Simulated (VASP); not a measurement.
# SiC (P4_2/mnm) in VASP: further runs

The runs below take SiC through single point, relaxation of cell and atoms, with PBE, r2SCAN.

All numbers are computed with VASP 6.6.1; they aren't measurements. Logs are shortened: lines on timing, memory, paths and dates and some standing lists are left out, and cuts for length are marked.

## Step 1: The cell of the first run

Symmetry: P4_2/mnm, No. 136, tetragonal system. Conventional cell: a = 5.323 Å, b = 5.323 Å, c = 3.093 Å, α = 90.00°, β = 90.00°, γ = 90.00°. Within 2.5 Å of Si (site symmetry m2m) lie 4 C at 1.87 to 1.92 Å. C (site symmetry m2m) has 4 Si at 1.87 to 1.92 Å within 2.5 Å.

The cell was generated, and may not be a known phase.

## Step 2: Single point, PBE

INCAR

```
SYSTEM = SiC
PREC = Accurate
ENCUT = 520
EDIFF = 1E-7
ISMEAR = 0
SIGMA = 0.02
LREAL = .False.
LASPH = .True.
NELM = 100
ALGO = Normal
ISIF = 2
LWAVE = .False.
LCHARG = .False.
GGA = PE
NBANDS = 26
```

KPOINTS

```
Automatic mesh
0
Gamma
  6 6 10
  0 0 0
```

POSCAR

```
SiC
1.0
    5.3229435569      0.0000000000      0.0000000000
    0.0000000000      5.3229435569      0.0000000000
    0.0000000000      0.0000000000      3.0926496458
Si C
4 4
Direct
    0.6755857371      0.6755857371      0.0000000000
    0.8244142629      0.1755857371      0.5000000000
    0.3244142629      0.3244142629      0.0000000000
    0.1755857371      0.8244142629      0.5000000000
    0.8154412519      0.8154412519      0.5000000000
    0.6845587481      0.3154412519      0.0000000000
    0.1845587481      0.1845587481      0.5000000000
    0.3154412519      0.6845587481      0.0000000000
```

Potentials or basis: VASP PAW PBE potentials, release 64 (Si, C).

On the command line:

```bash
$ cat potpaw_PBE.64/Si/POTCAR potpaw_PBE.64/C/POTCAR > POTCAR
$ mpirun -np 1 vasp_std > vasp.out
```

OUTCAR:

```text
SYSTEM = SiC
   PREC = Accurate
   ENCUT = 520
   EDIFF = 1E-7
   ISMEAR = 0
   LREAL = .False.
   LASPH = .True.
   NELM = 100
   ISIF = 2
   GGA = PE

 ion  position               nearest neighbor table
   1  0.676  0.676  0.000-   5 1.87   5 1.87   8 1.92   6 1.92   3 2.64
   2  0.824  0.176  0.500-   6 1.87   6 1.87   7 1.92   5 1.92   4 2.64
   3  0.324  0.324  0.000-   7 1.87   7 1.87   8 1.92   6 1.92   1 2.64
   4  0.176  0.824  0.500-   8 1.87   8 1.87   5 1.92   7 1.92   2 2.64
   5  0.815  0.815  0.500-   1 1.87   1 1.87   4 1.92   2 1.92
   6  0.685  0.315  0.000-   2 1.87   2 1.87   3 1.92   1 1.92
   7  0.185  0.185  0.500-   3 1.87   3 1.87   4 1.92   2 1.92
   8  0.315  0.685  0.000-   4 1.87   4 1.87   1 1.92   3 1.92

  LATTYP: Found a simple tetragonal cell.
 ALAT       =     5.3229435569
 C/A-ratio  =     0.5810036520

  Lattice vectors:

 A1 = (   5.3229435569,   0.0000000000,   0.0000000000)
 A2 = (   0.0000000000,   5.3229435569,   0.0000000000)
 A3 = (   0.0000000000,   0.0000000000,   3.0926496458)

Analysis of symmetry for initial positions (statically):
=====================================================================
 Subroutine PRICEL returns:
 Original cell was already a primitive cell.

 Routine SETGRP: Setting up the symmetry group for a
 simple tetragonal supercell.

 Subroutine GETGRP returns: Found 16 space group operations
 (whereof  8 operations were pure point group operations)
 out of a pool of 16 trial point group operations.

The static configuration has the point symmetry D_2h.
 The point group associated with its full space group is D_4h.

Analysis of symmetry for dynamics (positions and initial velocities):
=====================================================================
 Subroutine PRICEL returns:
 Original cell was already a primitive cell.

 Routine SETGRP: Setting up the symmetry group for a
 simple tetragonal supercell.

 Subroutine GETGRP returns: Found 16 space group operations
 (whereof  8 operations were pure point group operations)
 out of a pool of 16 trial point group operations.

The dynamic configuration has the point symmetry D_2h.
 The point group associated with its full space group is D_4h.

 Subroutine INISYM returns: Found 16 space group operations
[... 111 lines left out ...]
   EDIFFG = 0.1E-05   stopping-criterion for IOM
   NSW    =      0    number of steps for IOM
   IBRION =     -1    ionic relax: 0-MD 1-quasi-New 2-CG
   NFREE  =      0    steps in history (QN), initial steepest desc. (CG)
   ISIF   =      2    stress and relaxation
   ISYM   =      2    0-nonsym 1-usesym 2-fastsym
   POTIM  = 0.5000    time-step for ionic-motion
   TEBEG  =    0.0;   TEEND  =   0.0 temperature during run
   PSTRESS=    0.0 pullay stress
   NELECT =      32.0000    total number of electrons
   NUPDOWN=      -1.0000    fix difference up-down
   EMIN   =  10.00;   EMAX   =-10.00  energy-range for DOS
   EFERMI =   0.00;   METHOD = LEGACY
   ISMEAR =     0;   SIGMA  =   0.02  broadening in eV -4-tet -1-fermi 0-gaus
   EFERMI_NEDOS =   21; number of points for ismear=-14 and -15
   IALGO  =     38    algorithm
   IMIX   =      4    mixing-type and parameters
     AMIX     =   0.40;   BMIX     =  1.00
     AMIX_MAG =   1.60;   BMIX_MAG =  1.00
  volume/ion in A,a.u.               =      10.95        73.92
  Fermi-wavevector in a.u.,A,eV,Ry     =   1.170164  2.211289 18.630232  1.369283
  Thomas-Fermi vector in A             =   2.306626
   LORBIT       =      0    0 simple, 1 ext, 2 COOP (PROOUT), +10 PAW based schemes
   GGA     = PE    functional components
   LHFCALC =     F    Hartree Fock is set to
   AEXX    =    0.0000 exact exchange contribution
   IVDW    =     0    specifies the selected vdW correction
   LEPSILON=     F    determine dielectric tensor
   LRPA    =     F    only Hartree local field effects (RPA)
 non-spin polarized calculation
 Gauss-broadening in eV      SIGMA  =   0.02
  energy-cutoff  :      520.00
  volume of cell :       87.63
 maximum number of plane-waves:      2386
 NGX is ok and might be reduce to    40
   NGX = 19   NGY = 19   NGZ = 11

 number of electron      31.9999998 magnetization

 Free energy of the ion-electron system (eV)
  ---------------------------------------------------
  ext. energy  EPLUGINS =         0.00000000
  ---------------------------------------------------
  free energy    TOTEN  =       -59.60309400 eV

  energy without entropy =      -59.60309400  energy(sigma->0) =      -59.60309400

 E-fermi :   7.6763     XC(G=0): -11.0121

 val. band max:        7.5623797378   @ k =   0.0000   0.0000   0.0000
 cond. band min:       9.7650233927   @ k =   0.0000   0.0000   0.3000
 fundamental gap:      2.2026436549
 Fermi energy:         7.6763257969

 k-point     1 :       0.0000    0.0000    0.0000
  band No.  band energies     occupation
      1      -7.7932      2.00000
      2      -4.4665      2.00000
      3      -4.4665      2.00000
      4      -4.0232      2.00000
      5      -0.7689      2.00000
      6       0.9290      2.00000
[... 685 lines left out ...]
     25      15.7222      0.00000
     26      15.7225      0.00000

 [... further k-points ...]

------------------------ aborting loop because EDIFF is reached ----------------------------------------

  FORCE on cell =-STRESS in cart. coord.  units (eV):
  Direction    XX          YY          ZZ          XY          YZ          ZX
  --------------------------------------------------------------------------------------
  -------------------------------------------------------------------------------------
  Total       -0.0143465     -0.0143465     -0.0415756      0.0000000      0.0000000      0.0000000
  in kB       -0.2623150     -0.2623150     -0.7601761      0.0000000      0.0000000      0.0000000
  external PRESSURE =      -0.4282687 kB  Pullay stress =       0.0000000 kB

 VOLUME and BASIS-vectors are now :
 -----------------------------------------------------------------------------
  energy-cutoff  :      520.00
  volume of cell :       87.63
      direct lattice vectors                 reciprocal lattice vectors
     5.322943557  0.000000000  0.000000000     0.187865979  0.000000000  0.000000000
     0.000000000  5.322943557  0.000000000     0.000000000  0.187865979  0.000000000
     0.000000000  0.000000000  3.092649646     0.000000000  0.000000000  0.323347328

 POSITION                                       TOTAL-FORCE (eV/Angst)
 -----------------------------------------------------------------------------------
      3.59610      3.59610      0.00000         0.002610      0.002610     -0.000000
      4.38831      0.93463      1.54632        -0.002610      0.002610     -0.000000
      1.72684      1.72684      0.00000        -0.002610     -0.002610      0.000000
      0.93463      4.38831      1.54632         0.002610     -0.002610      0.000000
      4.34055      4.34055      1.54632        -0.004727     -0.004727     -0.000000
      3.64387      1.67908      0.00000         0.004727     -0.004727     -0.000000
      0.98240      0.98240      1.54632         0.004727      0.004727      0.000000
      1.67908      3.64387      0.00000        -0.004727      0.004727      0.000000
 -----------------------------------------------------------------------------------
    total drift:                                0.000000      0.000000     -0.000000

  FREE ENERGIE OF THE ION-ELECTRON SYSTEM (eV)
  ---------------------------------------------------
  free  energy   TOTEN  =       -59.6030940035 eV

  energy  without entropy=      -59.6030940035  energy(sigma->0) =      -59.60309400
```

Run time: 3.1 min. Hardware: 1 thread of Intel Xeon 8259CL, shared host; peak memory 0.24 GiB.

What came out:

| Quantity | Value |
| --- | --- |
| Free energy | -59.6031 eV |
| Pressure | 0.0 GPa |
| Largest force | 0.007 eV/Å |
| Band gap on the k mesh | 2.20 eV (least direct gap 2.88 eV) |

Forces on the atoms (eV/Å):
```
Si   0.003  0.003  0.000
Si  -0.003  0.003  0.000
Si  -0.003 -0.003  0.000
Si   0.003 -0.003  0.000
C   -0.005 -0.005  0.000
C    0.005 -0.005  0.000
C    0.005  0.005  0.000
C   -0.005  0.005  0.000
```

A k mesh can miss the band edges.

## Step 3: Relaxation of cell and atoms, PBE

This run uses another cell than the first one, of 9.75 Å³/atom.

INCAR

```
ALGO = Normal
EDIFF = 1E-7
EDIFFG = -0.04
ENCUT = 600
GGA = PE
IBRION = 2
ISIF = 3
ISMEAR = 0
LASPH = T
LCHARG = F
LREAL = F
LWAVE = F
NELM = 100
NSW = 90
PREC = Accurate
SIGMA = 0.1
```

KPOINTS

```
k-points
0
Gamma
  4 4 6
```

POSCAR

```
SiC
1.0
    5.0921996900      0.0000000000      0.0000000000
    0.0000000000      5.0921996900      0.0000000000
    0.0000000000      0.0000000000      3.0075472400
Si C
4 4
Direct
    0.6823628100      0.6823628100      0.0000000000
    0.8176371900      0.1823628100      0.5000000000
    0.3176371900      0.3176371900      0.0000000000
    0.1823628100      0.8176371900      0.5000000000
    0.8176371900      0.8176371900      0.5000000000
    0.6823628100      0.3176371900      0.0000000000
    0.1823628100      0.1823628100      0.5000000000
    0.3176371900      0.6823628100      0.0000000000
```

Potentials or basis: VASP PAW PBE potentials, release 64 (Si, C).

On the command line:

```bash
$ cat potpaw_PBE.64/Si/POTCAR potpaw_PBE.64/C/POTCAR > POTCAR
$ mpirun -np 1 vasp_std > vasp.out
```

Wall time 6.4 min (1 thread of Intel Xeon 8259CL, shared host); peak memory 0.21 GiB.

Results (log left out):

* Free energy: -59.5934 eV
* Relaxed volume: 10.95 Å³/atom
* Relaxed cell: a = 5.323 Å, b = 5.323 Å, c = 3.091 Å, α = 90.00°, β = 90.00°, γ = 90.00°
* Space group after relaxing (to 0.1 Å): P4_2/mnm (No. 136)
* Energy gained by relaxing: 110.2 meV/atom
* Ionic steps: 9
* Pressure after relaxing: 0.0 GPa
* Largest force after relaxing: 0.028 eV/Å
* Band gap on the k mesh: 2.17 eV (least direct gap 2.89 eV)

Forces on the atoms (eV/Å):
```
Si  -0.002 -0.002  0.000
Si   0.002 -0.002  0.000
Si   0.002  0.002  0.000
Si  -0.002  0.002  0.000
C   -0.020 -0.020  0.000
C    0.020 -0.020  0.000
C    0.020  0.020  0.000
C   -0.020  0.020  0.000
```

Stress tensor (GPa, compression positive):
```
-0.05  0.00  0.00
 0.00 -0.05  0.00
 0.00  0.00  0.09
```

The path:
| step | energy change (eV) | largest force (eV/Å) | pressure (GPa) | volume (Å³) |
| --- | --- | --- | --- | --- |
| 1 | 0.0000 | 0.9264 | 28.58 | 77.99 |
| 2 | -0.0533 | 0.0929 | -19.67 | 99.31 |
| 3 | -0.8365 | 0.4093 | -1.16 | 87.98 |
| 4 | -0.8369 | 0.4171 | -0.68 | 87.76 |
| 5 | -0.8780 | 0.1976 | -0.36 | 87.77 |
| 6 | -0.8780 | 0.1989 | -0.36 | 87.77 |
| 7 | -0.8786 | 0.1976 | 0.33 | 87.49 |
| 8 | -0.8812 | 0.0675 | -0.01 | 87.62 |
| 9 | -0.8818 | 0.0277 | 0.00 | 87.59 |

Final structure:
```
Si C
1.0
     5.32309    0.00000    0.00000
     0.00000    5.32309    0.00000
     0.00000    0.00000    3.09133
Si C
4 4
Direct
  0.67569 0.67569 0.00000
  0.82431 0.17569 0.50000
  0.32431 0.32431 0.00000
  0.17569 0.82431 0.50000
  0.81560 0.81560 0.50000
  0.68440 0.31560 0.00000
  0.18440 0.18440 0.50000
  0.31560 0.68440 0.00000
```

Levels at points of the mesh, in eV from the valence-band top:
```tsv
k point	band 14	band 15	band 16	band 17	band 18	band 19
(0.00, 0.00, 0.00)	-0.07	0.00	0.00	2.89	4.52	5.32
(0.50, 0.00, 0.00)	-1.08	-0.86	-0.86	4.07	4.07	5.07
(0.50, 0.50, 0.00)	-1.87	-1.55	-1.55	4.48	4.48	4.56
(0.00, 0.00, 0.50)	-2.80	-2.70	-2.70	3.05	3.05	6.41
(0.50, 0.00, 0.50)	-2.42	-1.29	-1.29	3.30	3.30	5.18
(0.50, 0.50, 0.50)	-1.95	-1.65	-1.65	3.00	3.00	3.49
```

[end of part 1 of 2]
